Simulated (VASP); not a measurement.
# AsSe4 (Cmmm) in VASP: relaxation of cell and atoms with PBE

Aim: the relaxation of cell and atoms of AsSe4 with PBE.

Everything below comes from runs of VASP 6.6.1. Logs are shortened: lines on timing, memory, paths and dates and some standing lists are left out, and cuts for length are marked.

### Step 1. The cell of the first run

Symmetry: Cmmm, No. 65, orthorhombic system. The conventional cell has a = 7.330 Å, b = 8.100 Å, c = 3.858 Å, α = 90.00°, β = 90.00°, γ = 90.00°. Within 3.5 Å of As (site symmetry mmm) lie 6 Se at 2.67 to 2.68 Å. Se (site symmetry 2mm) has 2 As at 2.68 Å and 4 Se at 2.98 Å within 3.5 Å. Se (site symmetry m2m) has 1 As at 2.67 Å and 5 Se at 2.76 to 2.98 Å within 3.5 Å.

### Step 2. Relaxation of cell and atoms, PBE

The input, INCAR:

```
SYSTEM = AsSe4
  PREC = Accurate
  ENCUT = 600
  EDIFF = 1E-6
  ISMEAR = 0
  SIGMA = 0.1
  LREAL = .FALSE.
  LASPH = .TRUE.
  NELM = 100
  ALGO = Normal
  ISIF = 3
  LWAVE = .FALSE.
  LCHARG = .FALSE.
  GGA = PE
  IBRION = 2
  NSW = 100
  EDIFFG = -0.01
```

The input, KPOINTS:

```
regular mesh
0
G
  8 8 10
  0 0 0
```

The input, POSCAR:

```
AsSe4
1.0
    3.6651653898     -4.0500802796      0.0000000000
    3.6651653898      4.0500802796      0.0000000000
    0.0000000000      0.0000000000      3.8575211772
As Se
1 4
Direct
    0.0000000000      0.0000000000      0.0000000000
    0.7451929777      0.7451929777      0.5000000000
    0.2548070223      0.2548070223      0.5000000000
    0.6702010042      0.3297989958      0.0000000000
    0.3297989958      0.6702010042      0.0000000000
```

Potentials or basis: VASP PAW PBE potentials, release 64 (As, Se).

The run is started by

```bash
> cat potpaw_PBE.64/As/POTCAR potpaw_PBE.64/Se/POTCAR > POTCAR
> mpirun -np 1 vasp_std > vasp.out
```

OUTCAR:

```text
SYSTEM = AsSe4
   PREC = Accurate
   ENCUT = 600
   EDIFF = 1E-6
   ISMEAR = 0
   LREAL = .FALSE.
   LASPH = .TRUE.
   NELM = 100
   ISIF = 3
   GGA = PE
   IBRION = 2
   NSW = 100
   EDIFFG = -0.01

 ion  position               nearest neighbor table
   1  0.000  0.000  0.000-   4 2.67   5 2.67   2 2.68   3 2.68   2 2.68   3 2.68
   2  0.745  0.745  0.500-   1 2.68   1 2.68
   3  0.255  0.255  0.500-   1 2.68   1 2.68
   4  0.670  0.330  0.000-   1 2.67   5 2.76
   5  0.330  0.670  0.000-   1 2.67   4 2.76

  LATTYP: Found a base centered orthorhombic cell.
 ALAT       =     7.3303307796
 B/A-ratio  =     1.1050197873
 C/A-ratio  =     0.5262410788

  Lattice vectors:

 A1 = (   3.6651653898,  -4.0500802796,   0.0000000000)
 A2 = (   3.6651653898,   4.0500802796,   0.0000000000)
 A3 = (   0.0000000000,   0.0000000000,   3.8575211772)

Analysis of symmetry for initial positions (statically):
=====================================================================
 Subroutine PRICEL returns:
 Original cell was already a primitive cell.

 Routine SETGRP: Setting up the symmetry group for a
 base centered orthorhombic supercell.

 Subroutine GETGRP returns: Found  8 space group operations
 (whereof  8 operations were pure point group operations)
 out of a pool of  8 trial point group operations.

The static configuration has the point symmetry D_2h.

Analysis of symmetry for dynamics (positions and initial velocities):
=====================================================================
 Subroutine PRICEL returns:
 Original cell was already a primitive cell.

 Routine SETGRP: Setting up the symmetry group for a
 base centered orthorhombic supercell.

 Subroutine GETGRP returns: Found  8 space group operations
 (whereof  8 operations were pure point group operations)
 out of a pool of  8 trial point group operations.

The dynamic configuration has the point symmetry D_2h.

 Subroutine INISYM returns: Found  8 space group operations
 (whereof  8 operations are pure point group operations),
 and found     1 'primitive' translations

----------------------------------------------------------------------------------------

                                     Primitive cell

  volume of cell :     114.5237

  direct lattice vectors                    reciprocal lattice vectors
     3.665165390 -4.050080280  0.000000000     0.136419492 -0.123454343  0.000000000
     3.665165390  4.050080280  0.000000000     0.136419492  0.123454343  0.000000000
     0.000000000  0.000000000  3.857521177     0.000000000  0.000000000  0.259233833

  length of vectors
     5.462287763  5.462287763  3.857521177     0.183987099  0.183987099  0.259233833

  position of ions in fractional coordinates (direct lattice)
     0.000000000  0.000000000  0.000000000
     0.745192978  0.745192978  0.500000000
     0.254807022  0.254807022  0.500000000
     0.670201004  0.329798996  0.000000000
     0.329798996  0.670201004  0.000000000

  ion indices of the primitive-cell ions
   primitive index   ion index
                 1           1
                 2           2
                 3           3
                 4           4
                 5           5

----------------------------------------------------------------------------------------

 KPOINTS: regular mesh

Automatic generation of k-mesh.
 Grid dimensions read from file:
 generate k-points for:    8    8   10

 Generating k-lattice:

  Cartesian coordinates                     Fractional coordinates (reciprocal lattice)
     0.017052436 -0.015431793  0.000000000     0.125000000  0.000000000  0.000000000
     0.017052436  0.015431793  0.000000000     0.000000000  0.125000000  0.000000000
     0.000000000  0.000000000  0.025923383     0.000000000  0.000000000  0.100000000

  Length of vectors
     0.022998387  0.022998387  0.025923383

  Shift w.r.t. Gamma in fractional coordinates (k-lattice)
     0.000000000  0.000000000  0.000000000

 Subroutine IBZKPT returns following result:
 ===========================================

 Found    126 irreducible k-points:

 Following reciprocal coordinates:
            Coordinates               Weight
  0.000000  0.000000  0.000000      1.000000
  0.125000 -0.000000  0.000000      4.000000
  0.250000 -0.000000  0.000000      4.000000
  0.375000 -0.000000  0.000000      4.000000
  0.500000 -0.000000  0.000000      2.000000
  0.125000  0.125000  0.000000      2.000000
[... 16 lines left out ...]
  0.125000 -0.000000  0.100000      8.000000
  0.250000 -0.000000  0.100000      8.000000
 [... further k-points ...]
   k-points           NKPTS =    126   k-points in BZ     NKDIM =    126   number of bands    NBANDS=     18
   number of dos      NEDOS =    301   number of ions     NIONS =      5
   total plane-waves  NPLWV =  73728
   dimension x,y,z NGX =    48 NGY =   48 NGZ =   32
   dimension x,y,z NGXF=    96 NGYF=   96 NGZF=   64
   ions per type =               1   4
   NGX,Y,Z   is equivalent  to a cutoff of  14.61, 14.61, 13.79 a.u.
   NGXF,Y,Z  is equivalent  to a cutoff of  29.22, 29.22, 27.58 a.u.
 SYSTEM =  AsSe4
   PREC   = accura    normal or accurate (medium, high low for compatibility)
   ISTART =      0    job   : 0-new  1-cont  2-samecut
   ICHARG =      2    charge: 1-file 2-atom 10-const
   ISPIN  =      1    spin polarized calculation?
   LNONCOLLINEAR =      F non collinear calculations
   LSORBIT =      F    spin-orbit coupling
   LASPH  =      T    aspherical Exc in radial PAW
   ENCUT  =  600.0 eV  44.10 Ry    6.64 a.u.  10.91 10.91  7.70*2*pi/ulx,y,z
   NELM   =    100;   NELMIN=  2; NELMDL= -5     # of ELM steps
   EDIFF  = 0.1E-05   stopping-criterion for ELM
   LREAL  =      F    real-space projection
   EDIFFG = -.1E-01   stopping-criterion for IOM
   NSW    =    100    number of steps for IOM
   IBRION =      2    ionic relax: 0-MD 1-quasi-New 2-CG
   NFREE  =      1    steps in history (QN), initial steepest desc. (CG)
   ISIF   =      3    stress and relaxation
   ISYM   =      2    0-nonsym 1-usesym 2-fastsym
   POTIM  = 0.5000    time-step for ionic-motion
   TEBEG  =    0.0;   TEEND  =   0.0 temperature during run
   PSTRESS=    0.0 pullay stress
   NELECT =      29.0000    total number of electrons
   NUPDOWN=      -1.0000    fix difference up-down
   EMIN   =  10.00;   EMAX   =-10.00  energy-range for DOS
   EFERMI =   0.00;   METHOD = LEGACY
   ISMEAR =     0;   SIGMA  =   0.10  broadening in eV -4-tet -1-fermi 0-gaus
   EFERMI_NEDOS =   21; number of points for ismear=-14 and -15
   IALGO  =     38    algorithm
   IMIX   =      4    mixing-type and parameters
     AMIX     =   0.40;   BMIX     =  1.00
     AMIX_MAG =   1.60;   BMIX_MAG =  1.00
  volume/ion in A,a.u.               =      22.90       154.57
  Fermi-wavevector in a.u.,A,eV,Ry     =   1.035720  1.957227 14.595183  1.072716
  Thomas-Fermi vector in A             =   2.170077
   LORBIT       =      0    0 simple, 1 ext, 2 COOP (PROOUT), +10 PAW based schemes
   GGA     = PE    functional components
   LHFCALC =     F    Hartree Fock is set to
   AEXX    =    0.0000 exact exchange contribution
   IVDW    =     0    specifies the selected vdW correction
   LEPSILON=     F    determine dielectric tensor
   LRPA    =     F    only Hartree local field effects (RPA)
 conjugate gradient relaxation of ions
 non-spin polarized calculation
 Gauss-broadening in eV      SIGMA  =   0.10
  energy-cutoff  :      600.00
  volume of cell :      114.52
 maximum number of plane-waves:      3850
 NGX is ok and might be reduce to    48
   NGX = 21   NGY = 21   NGZ = 15

--------------------------------------- Ionic step        1  -------------------------------------------

 number of electron      29.0000003 magnetization

 Free energy of the ion-electron system (eV)
  ---------------------------------------------------
  ext. energy  EPLUGINS =         0.00000000
  ---------------------------------------------------
  free energy    TOTEN  =       -16.83411004 eV

  energy without entropy =      -16.81329621  energy(sigma->0) =      -16.82370312

------------------------ aborting loop because EDIFF is reached ----------------------------------------

  FORCE on cell =-STRESS in cart. coord.  units (eV):
  Direction    XX          YY          ZZ          XY          YZ          ZX
  --------------------------------------------------------------------------------------
  -------------------------------------------------------------------------------------
  Total       -0.3746872      0.1742470      0.3754500      0.0000000      0.0000000      0.0000000
  in kB       -5.2418418      2.4377004      5.2525128      0.0000000      0.0000000      0.0000000
  external PRESSURE =       0.8161238 kB  Pullay stress =       0.0000000 kB
[... 98 lines left out ...]
  FREE ENERGIE OF THE ION-ELECTRON SYSTEM (eV)
  ---------------------------------------------------
  free  energy   TOTEN  =       -16.8391368175 eV

  energy  without entropy=      -16.8185267222  energy(sigma->0) =      -16.82883177

[... ionic steps 4 to 10 ...]

--------------------------------------- Ionic step       11  -------------------------------------------

 number of electron      29.0000006 magnetization

------------------------ aborting loop because EDIFF is reached ----------------------------------------

  FORCE on cell =-STRESS in cart. coord.  units (eV):
  Direction    XX          YY          ZZ          XY          YZ          ZX
  --------------------------------------------------------------------------------------
  -------------------------------------------------------------------------------------
  Total        0.0123048     -0.0168728      0.0423823      0.0000000      0.0000000      0.0000000
  in kB        0.1726400     -0.2367308      0.5946368      0.0000000      0.0000000      0.0000000
  external PRESSURE =       0.1768487 kB  Pullay stress =       0.0000000 kB
[... 63 lines left out ...]
  energy  without entropy=      -16.8211981598  energy(sigma->0) =      -16.83120279

--------------------------------------- Ionic step       13  -------------------------------------------

 number of electron      29.0000005 magnetization

 Free energy of the ion-electron system (eV)
  ---------------------------------------------------
  ext. energy  EPLUGINS =         0.00000000
  ---------------------------------------------------
  free energy    TOTEN  =       -16.84124801 eV

  energy without entropy =      -16.82126439  energy(sigma->0) =      -16.83125620

 E-fermi :   4.2919     XC(G=0):  -9.8477

 val. band max:        4.2897465103   @ k =   0.2500   0.1250   0.4000
 cond. band min:       4.3043640482   @ k =   0.2500   0.1250   0.3000
 fundamental gap:      0.0146175379
 Fermi energy:         4.2919239477

 k-point     1 :       0.0000    0.0000    0.0000
  band No.  band energies     occupation
      1     -11.2234      2.00000
      2      -8.7191      2.00000
      3      -8.0367      2.00000
      4      -7.6771      2.00000
      5      -5.8411      2.00000
      6      -0.4249      2.00000
[... 10 lines left out ...]
     17       5.2960      0.00000
     18       6.7326      0.00000
[... 466 lines left out ...]
      2      -9.2683      2.00000
      3      -8.1033      2.00000
      4      -7.5079      2.00000
      5      -5.5512      2.00000
      6      -1.0737      2.00000
[... 10 lines left out ...]
     17       5.0911      0.00000
     18       6.5533      0.00000

 [... further k-points ...]
[... 5 lines left out ...]
  --------------------------------------------------------------------------------------
  -------------------------------------------------------------------------------------
  Total        0.0071408     -0.0092985     -0.0135140      0.0000000      0.0000000      0.0000000
  in kB        0.1002170     -0.1304990     -0.1896603      0.0000000      0.0000000      0.0000000
  external PRESSURE =      -0.0733141 kB  Pullay stress =       0.0000000 kB
[... 20 lines left out ...]
  FREE ENERGIE OF THE ION-ELECTRON SYSTEM (eV)
  ---------------------------------------------------
  free  energy   TOTEN  =       -16.8412480078 eV

  energy  without entropy=      -16.8212643945  energy(sigma->0) =      -16.83125620

 reached required accuracy - stopping structural energy minimisation
```

Run time: 24 min. Hardware: 1 thread of Intel Xeon Platinum 8259CL at 2.50GHz (Skylake/Cascade Lake), shared host; peak memory 0.49 GiB.

Results:

- Free energy: -16.8412 eV
- Relaxed volume: 22.83 Å³/atom
- Relaxed cell: a = 5.436 Å, b = 5.436 Å, c = 3.893 Å, α = 90.00°, β = 90.00°, γ = 97.06°
- Space group after relaxing (to 0.05 Å): Cmmm (No. 65)
- Energy gained by relaxing: 1.4 meV/atom
- Ionic steps: 13
- Pressure after relaxing: 0.0 GPa

Forces in eV/Å, atoms in the order of the input:
```
As   0.000  0.000  0.000
Se   0.002  0.000  0.000
Se  -0.002  0.000  0.000
Se   0.000 -0.001  0.000
Se   0.000  0.001  0.000
```

Step by step:
```csv
step,energy change (eV),largest force (eV/Å),pressure (GPa),volume (Å³)
1,0.0000,0.0645,0.08,114.52
2,-0.0029,0.0453,-0.07,114.72
3,-0.0050,0.0504,-0.40,115.12
4,-0.0062,0.0579,-0.01,114.28
5,-0.0062,0.0575,-0.03,114.34
6,-0.0066,0.0375,0.00,114.27
7,-0.0067,0.0149,0.05,114.18
8,-0.0069,0.0144,-0.02,114.31
9,-0.0069,0.0142,-0.08,114.40
10,-0.0070,0.0175,-0.03,114.29
11,-0.0070,0.0205,0.02,114.19
12,-0.0071,0.0130,0.01,114.18
13,-0.0071,0.0024,-0.01,114.16
```

Final structure:
```
CELL_PARAMETERS angstrom
3.59979 -4.07304 0.00000
3.59979 4.07304 0.00000
0.00000 0.00000 3.89306
ATOMIC_POSITIONS crystal
As 0.00000 0.00000 0.00000
Se 0.74370 0.74370 0.50000
Se 0.25630 0.25630 0.50000
Se 0.67332 0.32668 0.00000
Se 0.32668 0.67332 0.00000
```
